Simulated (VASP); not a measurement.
Input of a VASP 6.6.1 run:

INCAR

```
PREC = Accurate
ENCUT = 520
EDIFF = 1E-6
ISMEAR = -1
SIGMA = 0.05
LREAL = F
LASPH = T
NELM = 100
ALGO = Fast
ISIF = 2
LWAVE = F
LCHARG = F
GGA = PE
NBANDS = 18
```

Contents of KPOINTS:

```
regular mesh
0
Gamma
  11 11 5
```

Contents of POSCAR:

```
Ta
1.0
    2.8411641924      0.0000000000      0.0000000000
   -1.4205820962      2.4605203670      0.0000000000
    0.0000000000      0.0000000000      5.0608102442
Ta
2
Direct
    0.3333333333      0.6666666667      0.2500000000
    0.6666666667      0.3333333333      0.7500000000
```

Potentials or basis: VASP PAW PBE potentials, release 64 (Ta_pv).

Command:

```console
$ cat potpaw_PBE.64/Ta_pv/POTCAR > POTCAR
$ mpirun -np 1 vasp_std > vasp.out
```

(1) What does it give for the pressure?

(2) What does it give for the band gap on the k mesh?

## Answers

(1) 12.2 GPa.

(2) zero (band 11 reaches 7.15 eV, above the bottom of band 12 at 5.49 eV).

Caveat: spin-orbit coupling is left out, which moves the levels of the heavy elements.
